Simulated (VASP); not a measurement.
A run of VASP 6.6.1 is set up as follows.

INCAR

```
PREC = Accurate
ENCUT = 520
EDIFF = 1E-6
ISMEAR = -1
SIGMA = 0.05
LREAL = False
LASPH = True
NELM = 150
ALGO = Normal
ISIF = 2
LWAVE = False
LCHARG = True
ISPIN = 2
MAGMOM = 3 3 0 0
LORBIT = 11
NUPDOWN = 6.0
LMAXMIX = 4
GGA = PS
LELF = True
LVHAR = True
NBANDS = 31
```

File KPOINTS:

```
Automatic mesh
0
Gamma
  7 7 4
```

File POSCAR:

```
MnS
1.0
    3.9535769233      0.0000000000      0.0000000000
   -1.9767884617      3.4238980514      0.0000000000
    0.0000000000      0.0000000000      6.3425288600
Mn S
2 2
Direct
    0.6666666667      0.3333333333      0.4988446700
    0.3333333333      0.6666666667      0.9988446700
    0.3333333333      0.6666666667      0.6261543000
    0.6666666667      0.3333333333      0.1261543000
```

Potentials or basis: VASP PAW PBE potentials, release 64 (Mn_pv, S).

The run is started by

```bash
$ cat potpaw_PBE.64/Mn_pv/POTCAR potpaw_PBE.64/S/POTCAR > POTCAR
$ mpirun -np 1 vasp_std > vasp.out
```

Q: What does it give for the largest force?

A: 0.046 eV/Å.

Q: What does it give for the pressure?

A: -14.2 GPa.

Stress tensor (GPa, compression positive):
```
-14.93   0.00   0.00
  0.00 -14.93   0.00
  0.00   0.00 -12.66
```

Caveat: the cell stands under tension; the PAW data sets were made with another functional, which shifts forces and pressure a little; the total moment is fixed, so each spin has its own Fermi level and the state may be an excited one; the run started ferromagnetic, and an antiferromagnetic order may lie lower in energy.
